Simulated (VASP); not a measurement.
The system is HfTi3O8.

```
Ti O Hf
1.0
     3.44910   -4.87776    0.00000
     3.44910    4.87776    0.00000
     0.00000    0.00000    3.44910
Ti O Hf
3 8 1
Direct
  0.00000 0.50000 0.00000
  0.50000 0.50000 0.50000
  0.50000 0.00000 0.00000
  0.37500 0.12500 0.50000
  0.12500 0.37500 0.50000
  0.87500 0.12500 0.00000
  0.62500 0.37500 0.00000
  0.37500 0.62500 0.00000
  0.12500 0.87500 0.00000
  0.87500 0.62500 0.50000
  0.62500 0.87500 0.50000
  0.00000 0.00000 0.50000
```

| Item | Value |
| --- | --- |
| Program | VASP 6.6.1 |
| Task | relaxation of cell and atoms |
| Functional | PBE |
| Potentials or basis | VASP PAW PBE potentials, release 64 (Ti_sv, O, Hf_pv) |
| Cutoff | 600 eV |
| k mesh | 4 × 4 × 6 |
| Occupations | fermi-dirac, width 0.02 eV |
| Spin | no spin polarisation |

At the start: pressure 4.6 GPa; volume 9.67 Å³/atom.

How do energy, volume and symmetry change on relaxing?

Over 12 steps the energy falls by 17.6 meV/atom and the volume is 9.79 Å³/atom (+1.2 %); space group Cmmm (No. 65, to 0.1 Å) before and after.

Step by step:
```tsv
step	energy change (eV)	largest force (eV/Å)	pressure (GPa)	volume (Å³)
1	0.0000	1.3046	4.57	116.05
2	-0.1276	0.3472	-6.42	120.75
3	-0.1795	0.2869	-2.87	119.05
4	-0.2059	0.1241	1.31	116.87
5	-0.2086	0.1553	0.32	117.37
6	-0.2106	0.0215	-0.02	117.53
7	-0.2106	0.0207	-0.02	117.52
8	-0.2108	0.0131	0.00	117.51
9	-0.2110	0.0196	0.05	117.49
10	-0.2111	0.0114	-0.03	117.53
11	-0.2111	0.0114	-0.06	117.54
12	-0.2112	0.0027	0.04	117.49
```

Final structure:
```cif
data_structure
_symmetry_space_group_name_H-M 'P 1'
_symmetry_Int_Tables_number 1
_cell_length_a 5.9905
_cell_length_b 5.9905
_cell_length_c 3.4776
_cell_angle_alpha 90.000
_cell_angle_beta 90.000
_cell_angle_gamma 109.698
_cell_volume 117.49
loop_
_atom_site_label
_atom_site_type_symbol
_atom_site_fract_x
_atom_site_fract_y
_atom_site_fract_z
_atom_site_occupancy
Ti1 Ti 0.00000 0.50000 0.00000 1
Ti2 Ti 0.50000 0.50000 0.50000 1
Ti3 Ti 0.50000 0.00000 0.00000 1
O1 O 0.38434 0.13002 0.50000 1
O2 O 0.13002 0.38434 0.50000 1
O3 O 0.86980 0.13020 0.00000 1
O4 O 0.62275 0.37725 0.00000 1
O5 O 0.37725 0.62275 0.00000 1
O6 O 0.13020 0.86980 0.00000 1
O7 O 0.86998 0.61566 0.50000 1
O8 O 0.61566 0.86998 0.50000 1
Hf1 Hf 0.00000 0.00000 0.50000 1
```
